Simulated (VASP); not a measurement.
# CaHfS2 (P-6m2) in VASP: further runs

Runs on CaHfS2. Level: PBE. Tasks: relaxation of cell and atoms, single point.

Everything below comes from runs of VASP 6.6.1. Logs are shortened: lines on timing, memory, paths and dates and some standing lists are left out, and cuts for length are marked.

**1. The cell of the first run**

The structure is hexagonal, space group P-6m2 (No. 187). The conventional cell has a = 3.642 Å, b = 3.642 Å, c = 6.782 Å, α = 90.00°, β = 90.00°, γ = 120.00°. Ca (site symmetry -6m2) has 6 S at 2.78 Å and 6 Ca at 3.64 Å within 3.7 Å. Within 3.5 Å of Hf (site symmetry -6m2) lie 6 S at 2.62 Å. S (site symmetry 3m) has 3 Hf at 2.62 Å and 3 Ca at 2.78 Å and 1 S at 3.14 Å within 3.5 Å.

**2. Relaxation of cell and atoms, PBE**

INCAR

```
SYSTEM = CaHfS2
  ALGO = Normal
  EDIFF = 1E-6
  EDIFFG = -0.01
  ENCUT = 600
  GGA = PE
  IBRION = 2
  ISIF = 3
  ISMEAR = 0
  LASPH = .TRUE.
  LCHARG = .FALSE.
  LREAL = .FALSE.
  LWAVE = .FALSE.
  NELM = 100
  NSW = 100
  PREC = Accurate
  SIGMA = 0.1
```

KPOINTS

```
k-points
0
G
  15 15 8
  0 0 0
```

POSCAR

```
CaHfS2
1.0
    3.6420380305      0.0000000000      0.0000000000
   -1.8210190153      3.1540974560      0.0000000000
    0.0000000000      0.0000000000      6.7824473738
Ca Hf S
1 1 2
Direct
    0.3333333333      0.6666666667      0.5000000000
    0.6666666667      0.3333333333      0.0000000000
    0.0000000000      0.0000000000      0.2316050705
    0.0000000000      0.0000000000      0.7683949295
```

Potentials or basis: VASP PAW PBE potentials, release 64 (Ca_sv, Hf_pv, S).

The run is started by

```console
$ cat potpaw_PBE.64/Ca_sv/POTCAR potpaw_PBE.64/Hf_pv/POTCAR potpaw_PBE.64/S/POTCAR > POTCAR
$ mpirun -np 1 vasp_std > vasp.out
```

OUTCAR:

```text
SYSTEM = CaHfS2
   EDIFF = 1E-6
   EDIFFG = -0.01
   ENCUT = 600
   GGA = PE
   IBRION = 2
   ISIF = 3
   ISMEAR = 0
   LASPH = .TRUE.
   LREAL = .FALSE.
   NELM = 100
   NSW = 100
   PREC = Accurate

 ion  position               nearest neighbor table
   1  0.333  0.667  0.500-   3 2.78   4 2.78   3 2.78   4 2.78   3 2.78   4 2.78
   2  0.667  0.333  0.000-   3 2.62   4 2.62   3 2.62   4 2.62   3 2.62   4 2.62
   3  0.000  0.000  0.232-   2 2.62   2 2.62   2 2.62   1 2.78   1 2.78   1 2.78
   4  0.000  0.000  0.768-   2 2.62   2 2.62   2 2.62   1 2.78   1 2.78   1 2.78

  LATTYP: Found a hexagonal cell.
 ALAT       =     3.6420380305
 C/A-ratio  =     1.8622670376

  Lattice vectors:

 A1 = (   3.6420380305,   0.0000000000,   0.0000000000)
 A2 = (  -1.8210190153,   3.1540974560,   0.0000000000)
 A3 = (   0.0000000000,   0.0000000000,   6.7824473738)

Analysis of symmetry for initial positions (statically):
=====================================================================
 Subroutine PRICEL returns:
 Original cell was already a primitive cell.

 Routine SETGRP: Setting up the symmetry group for a
 hexagonal supercell.

 Subroutine GETGRP returns: Found 12 space group operations
 (whereof 12 operations were pure point group operations)
 out of a pool of 24 trial point group operations.

The static configuration has the point symmetry D_3h.

Analysis of symmetry for dynamics (positions and initial velocities):
=====================================================================
 Subroutine PRICEL returns:
 Original cell was already a primitive cell.

 Routine SETGRP: Setting up the symmetry group for a
 hexagonal supercell.

 Subroutine GETGRP returns: Found 12 space group operations
 (whereof 12 operations were pure point group operations)
 out of a pool of 24 trial point group operations.

The dynamic configuration has the point symmetry D_3h.

 Subroutine INISYM returns: Found 12 space group operations
 (whereof 12 operations are pure point group operations),
 and found     1 'primitive' translations

----------------------------------------------------------------------------------------

                                     Primitive cell

  volume of cell :      77.9123

  direct lattice vectors                    reciprocal lattice vectors
     3.642038031  0.000000000  0.000000000     0.274571543  0.158523954  0.000000000
    -1.821019015  3.154097456  0.000000000     0.000000000  0.317047908  0.000000000
     0.000000000  0.000000000  6.782447374     0.000000000  0.000000000  0.147439404

  length of vectors
     3.642038031  3.642038031  6.782447374     0.317047908  0.317047908  0.147439404

  position of ions in fractional coordinates (direct lattice)
     0.333333333  0.666666667  0.500000000
     0.666666667  0.333333333  0.000000000
     0.000000000  0.000000000  0.231605071
     0.000000000  0.000000000  0.768394929

  ion indices of the primitive-cell ions
   primitive index   ion index
                 1           1
                 2           2
                 3           3
                 4           4

----------------------------------------------------------------------------------------

 KPOINTS: k-points

Automatic generation of k-mesh.
 Grid dimensions read from file:
 generate k-points for:   15   15    8

 Generating k-lattice:

  Cartesian coordinates                     Fractional coordinates (reciprocal lattice)
     0.018304770  0.010568264  0.000000000     0.066666667  0.000000000  0.000000000
     0.000000000  0.021136527  0.000000000     0.000000000  0.066666667  0.000000000
     0.000000000  0.000000000  0.018429926     0.000000000  0.000000000  0.125000000

  Length of vectors
     0.021136527  0.021136527  0.018429926

  Shift w.r.t. Gamma in fractional coordinates (k-lattice)
     0.000000000  0.000000000  0.000000000

 Subroutine IBZKPT returns following result:
 ===========================================

 Found    135 irreducible k-points:

 Following reciprocal coordinates:
            Coordinates               Weight
  0.000000  0.000000  0.000000      1.000000
  0.066667 -0.000000  0.000000      6.000000
  0.133333  0.000000  0.000000      6.000000
  0.200000  0.000000  0.000000      6.000000
  0.266667  0.000000  0.000000      6.000000
  0.333333 -0.000000  0.000000      6.000000
[... 16 lines left out ...]
  0.333333  0.200000  0.000000     12.000000
  0.400000  0.200000  0.000000      6.000000
 [... further k-points ...]
   k-points           NKPTS =    135   k-points in BZ     NKDIM =    135   number of bands    NBANDS=     20
   number of dos      NEDOS =    301   number of ions     NIONS =      4
   total plane-waves  NPLWV =  48600
   dimension x,y,z NGX =    30 NGY =   30 NGZ =   54
   dimension x,y,z NGXF=    60 NGYF=   60 NGZF=  108
   ions per type =               1   1   2
   NGX,Y,Z   is equivalent  to a cutoff of  13.69, 13.69, 13.24 a.u.
   NGXF,Y,Z  is equivalent  to a cutoff of  27.39, 27.39, 26.47 a.u.
 SYSTEM =  CaHfS2
   PREC   = accura    normal or accurate (medium, high low for compatibility)
   ISTART =      0    job   : 0-new  1-cont  2-samecut
   ICHARG =      2    charge: 1-file 2-atom 10-const
   ISPIN  =      1    spin polarized calculation?
   LNONCOLLINEAR =      F non collinear calculations
   LSORBIT =      F    spin-orbit coupling
   LASPH  =      T    aspherical Exc in radial PAW
   ENCUT  =  600.0 eV  44.10 Ry    6.64 a.u.   7.27  7.27 13.55*2*pi/ulx,y,z
   NELM   =    100;   NELMIN=  2; NELMDL= -5     # of ELM steps
   EDIFF  = 0.1E-05   stopping-criterion for ELM
   LREAL  =      F    real-space projection
   EDIFFG = -.1E-01   stopping-criterion for IOM
   NSW    =    100    number of steps for IOM
   IBRION =      2    ionic relax: 0-MD 1-quasi-New 2-CG
   NFREE  =      1    steps in history (QN), initial steepest desc. (CG)
   ISIF   =      3    stress and relaxation
   ISYM   =      2    0-nonsym 1-usesym 2-fastsym
   POTIM  = 0.5000    time-step for ionic-motion
   TEBEG  =    0.0;   TEEND  =   0.0 temperature during run
   PSTRESS=    0.0 pullay stress
   NELECT =      32.0000    total number of electrons
   NUPDOWN=      -1.0000    fix difference up-down
   EMIN   =  10.00;   EMAX   =-10.00  energy-range for DOS
   EFERMI =   0.00;   METHOD = LEGACY
   ISMEAR =     0;   SIGMA  =   0.10  broadening in eV -4-tet -1-fermi 0-gaus
   EFERMI_NEDOS =   21; number of points for ismear=-14 and -15
   IALGO  =     38    algorithm
   IMIX   =      4    mixing-type and parameters
     AMIX     =   0.40;   BMIX     =  1.00
     AMIX_MAG =   1.60;   BMIX_MAG =  1.00
  volume/ion in A,a.u.               =      19.48       131.44
  Fermi-wavevector in a.u.,A,eV,Ry     =   1.216904  2.299614 20.148245  1.480854
  Thomas-Fermi vector in A             =   2.352242
   LORBIT       =      0    0 simple, 1 ext, 2 COOP (PROOUT), +10 PAW based schemes
   GGA     = PE    functional components
   LHFCALC =     F    Hartree Fock is set to
   AEXX    =    0.0000 exact exchange contribution
   IVDW    =     0    specifies the selected vdW correction
   LEPSILON=     F    determine dielectric tensor
   LRPA    =     F    only Hartree local field effects (RPA)
 conjugate gradient relaxation of ions
 non-spin polarized calculation
 Gauss-broadening in eV      SIGMA  =   0.10
  energy-cutoff  :      600.00
  volume of cell :       77.91
 maximum number of plane-waves:      2643
 NGX is ok and might be reduce to    30
   NGX = 15   NGY = 15   NGZ = 27

--------------------------------------- Ionic step        1  -------------------------------------------

 number of electron      31.9999999 magnetization

 Free energy of the ion-electron system (eV)
  ---------------------------------------------------
  ext. energy  EPLUGINS =         0.00000000
  ---------------------------------------------------
  free energy    TOTEN  =       -26.67719252 eV

  energy without entropy =      -26.67389621  energy(sigma->0) =      -26.67554436

------------------------ aborting loop because EDIFF is reached ----------------------------------------

  FORCE on cell =-STRESS in cart. coord.  units (eV):
  Direction    XX          YY          ZZ          XY          YZ          ZX
  --------------------------------------------------------------------------------------
  -------------------------------------------------------------------------------------
  Total       -0.0654943     -0.0654943     -0.2698450      0.0000000     -0.0000000      0.0000000
  in kB       -1.3468146     -1.3468146     -5.5490544      0.0000000     -0.0000000      0.0000000
  external PRESSURE =      -2.7475612 kB  Pullay stress =       0.0000000 kB

 VOLUME and BASIS-vectors are now :
 -----------------------------------------------------------------------------
  energy-cutoff  :      600.00
  volume of cell :       77.91
      direct lattice vectors                 reciprocal lattice vectors
     3.642038031  0.000000000  0.000000000     0.274571543  0.158523954  0.000000000
    -1.821019015  3.154097456  0.000000000     0.000000000  0.317047908  0.000000000
     0.000000000  0.000000000  6.782447374     0.000000000  0.000000000  0.147439404
[... 77 lines left out ...]
 POSITION                                       TOTAL-FORCE (eV/Angst)
 -----------------------------------------------------------------------------------
     -0.00000      2.10128      3.38160         0.000000      0.000000      0.000000
      1.81977      1.05064      0.00000         0.000000     -0.000000      0.000000
     -0.00000     -0.00000      1.56131        -0.000000      0.000000     -0.036764
     -1.81977      3.15193      5.20190         0.000000     -0.000000      0.036764
 -----------------------------------------------------------------------------------
    total drift:                                0.000000     -0.000000     -0.000000

  FREE ENERGIE OF THE ION-ELECTRON SYSTEM (eV)
  ---------------------------------------------------
  free  energy   TOTEN  =       -26.6782721014 eV

  energy  without entropy=      -26.6749973109  energy(sigma->0) =      -26.67663471

--------------------------------------- Ionic step        4  -------------------------------------------

 number of electron      31.9999999 magnetization

 Free energy of the ion-electron system (eV)
  ---------------------------------------------------
  ext. energy  EPLUGINS =         0.00000000
  ---------------------------------------------------
  free energy    TOTEN  =       -26.67855472 eV

  energy without entropy =      -26.67527837  energy(sigma->0) =      -26.67691655

 E-fermi :   7.0890     XC(G=0): -10.5363

 val. band max:        7.0505033476   @ k =   0.3333   0.3333   0.5000
 cond. band min:       7.0949296823   @ k =   0.4667  -0.0000   0.5000
 fundamental gap:      0.0444263347
 Fermi energy:         7.0889956478

 k-point     1 :       0.0000    0.0000    0.0000
  band No.  band energies     occupation
      1     -34.8316      2.00000
      2     -24.8478      2.00000
      3     -24.6408      2.00000
      4     -24.6408      2.00000
      5     -15.9656      2.00000
      6     -15.7942      2.00000
[... 12 lines left out ...]
     19       7.8535      0.00000
     20       7.9888      0.00000
[... 507 lines left out ...]
 k-point    24 :       0.4000    0.2000    0.0000
  band No.  band energies     occupation
      1     -34.8022      2.00000
      2     -24.8076      2.00000
      3     -24.8023      2.00000
      4     -24.7202      2.00000
      5     -16.0496      2.00000
      6     -15.9165      2.00000
[... 12 lines left out ...]
     19       9.4286      0.00000
     20       9.6456      0.00000

 [... further k-points ...]

------------------------ aborting loop because EDIFF is reached ----------------------------------------

  FORCE on cell =-STRESS in cart. coord.  units (eV):
  Direction    XX          YY          ZZ          XY          YZ          ZX
  --------------------------------------------------------------------------------------
  -------------------------------------------------------------------------------------
  Total       -0.0026994     -0.0026994      0.0283619      0.0000000      0.0000000      0.0000000
  in kB       -0.0555948     -0.0555948      0.5841162      0.0000000      0.0000000      0.0000000
  external PRESSURE =       0.1576422 kB  Pullay stress =       0.0000000 kB

 VOLUME and BASIS-vectors are now :
 -----------------------------------------------------------------------------
  energy-cutoff  :      600.00
  volume of cell :       77.79
      direct lattice vectors                 reciprocal lattice vectors
     3.644174428 -0.000000000 -0.000000000     0.274410575  0.158431019  0.000000000
    -1.822087214  3.155947631  0.000000000     0.000000000  0.316862039  0.000000000
     0.000000000 -0.000000000  6.764226163     0.000000000 -0.000000000  0.147836571

 POSITION                                       TOTAL-FORCE (eV/Angst)
 -----------------------------------------------------------------------------------
     -0.00000      2.10397      3.38211        -0.000000      0.000000      0.000000
      1.82209      1.05198      0.00000        -0.000000      0.000000      0.000000
      1.82209      3.15595      1.55824         0.000000      0.000000     -0.000873
      0.00000     -0.00000      5.20599         0.000000     -0.000000      0.000873
 -----------------------------------------------------------------------------------
    total drift:                                0.000000     -0.000000      0.000000

  FREE ENERGIE OF THE ION-ELECTRON SYSTEM (eV)
  ---------------------------------------------------
  free  energy   TOTEN  =       -26.6785547195 eV

  energy  without entropy=      -26.6752783726  energy(sigma->0) =      -26.67691655

 reached required accuracy - stopping structural energy minimisation
```

Run time: 9.7 min. Hardware: 1 thread of AMD EPYC 9R45 (Zen 5), shared host; peak memory 0.41 GiB.

What came out:

* Free energy: -26.6786 eV
* Relaxed volume: 19.45 Å³/atom
* Relaxed cell: a = 3.644 Å, b = 3.644 Å, c = 6.764 Å, α = 90.00°, β = 90.00°, γ = 120.00°
* Space group after relaxing (to 0.05 Å): P-6m2 (No. 187)
* Energy gained by relaxing: 0.3 meV/atom
* Ionic steps: 4
* Pressure after relaxing: 0.0 GPa
* Band gap on the k mesh: zero (band 16 reaches 7.49 eV, above the bottom of band 17 at 6.95 eV)

Step by step:
| step | energy change (eV) | largest force (eV/Å) | pressure (GPa) | volume (Å³) |
| --- | --- | --- | --- | --- |
| 1 | 0.0000 | 0.1214 | -0.27 | 77.91 |
| 2 | -0.0011 | 0.0239 | 0.30 | 77.54 |
| 3 | -0.0011 | 0.0368 | 0.23 | 77.58 |
| 4 | -0.0014 | 0.0009 | 0.02 | 77.79 |

Final structure:
```yaml
crystal:
  lattice:
    - [3.64417, 0.00000, 0.00000]
    - [-1.82209, 3.15595, 0.00000]
    - [0.00000, 0.00000, 6.76423]
  atoms:
    - { symbol: Ca, position: [0.33333, 0.66667, 0.50000] }
    - { symbol: Hf, position: [0.66667, 0.33333, 0.00000] }
    - { symbol: S, position: [0.00000, 0.00000, 0.23036] }
    - { symbol: S, position: [0.00000, 0.00000, 0.76964] }
```

Caveat: spin-orbit coupling is left out, which moves the levels of the heavy elements.

**3. Single point, PBE**

This run uses another cell than the first one, of 16.61 Å³/atom, 0.853 times its volume.

INCAR

```
ALGO = Normal
EDIFF = 1E-6
ENCUT = 520
GGA = PE
ISIF = 2
ISMEAR = 0
LASPH = T
LCHARG = F
LREAL = F
LWAVE = F
NBANDS = 24
NELM = 100
PREC = Accurate
SIGMA = 0.1
```

KPOINTS

```
k-points
0
Gamma
  6 6 4
```

POSCAR

```
CaHfS2
1.0
    3.4596472700      0.0000000000      0.0000000000
   -1.7298236300      2.9961424200      0.0000000000
    0.0000000000      0.0000000000      6.4102356400
Ca Hf S
1 1 2
Direct
    0.3333333300      0.6666666700      0.5000000000
    0.6666666700      0.3333333300      0.0000000000
    0.0000000000      0.0000000000      0.2507091900
    0.0000000000      0.0000000000      0.7492908100
```

Potentials or basis: VASP PAW PBE potentials, release 64 (Ca_sv, Hf_pv, S).

The run is started by

```console
$ cat potpaw_PBE.64/Ca_sv/POTCAR potpaw_PBE.64/Hf_pv/POTCAR potpaw_PBE.64/S/POTCAR > POTCAR
$ mpirun -np 1 vasp_std > vasp.out
```

Run time: 50 s. Hardware: 1 thread of AMD EPYC 9R45 (Zen 5), shared host; peak memory 0.16 GiB.

Results (log left out):

```yaml
Free_energy: -25.8606 eV
Pressure: 19.8 GPa
Largest_force: 1.769 eV/Å
Band_gap_on_the_k_mesh: zero (band 16 reaches 8.83 eV, above the bottom of band 17 at 8.24 eV)
```

Forces in eV/Å, atoms in the order of the input:
```
Ca   0.000  0.000  0.000
Hf   0.000  0.000  0.000
S    0.000  0.000 -1.769
S    0.000  0.000  1.769
```

Stress tensor (GPa, compression positive):
```
19.33  0.00  0.00
 0.00 19.33  0.00
 0.00  0.00 20.64
```

Levels at points of the mesh, in eV from the Fermi level:
| k point | band 14 | band 15 | band 16 | band 17 | band 18 | band 19 |
| --- | --- | --- | --- | --- | --- | --- |
| (0.00, 0.00, 0.00) | -3.51 | -2.81 | -1.30 | 0.42 | 0.42 | 0.95 |
| (0.50, 0.00, 0.00) | -3.80 | -3.45 | -2.31 | 1.97 | 1.98 | 2.44 |
| (0.00, 0.00, 0.50) | -3.85 | -3.85 | 0.50 | 1.55 | 1.55 | 1.60 |
| (0.50, 0.00, 0.50) | -4.69 | -4.29 | -1.19 | 0.11 | 3.14 | 3.22 |

Caveat: spin-orbit coupling is left out, which moves the levels of the heavy elements; forces of over 1 eV/Å act on the atoms, so gaps and moduli don't describe the material at rest.
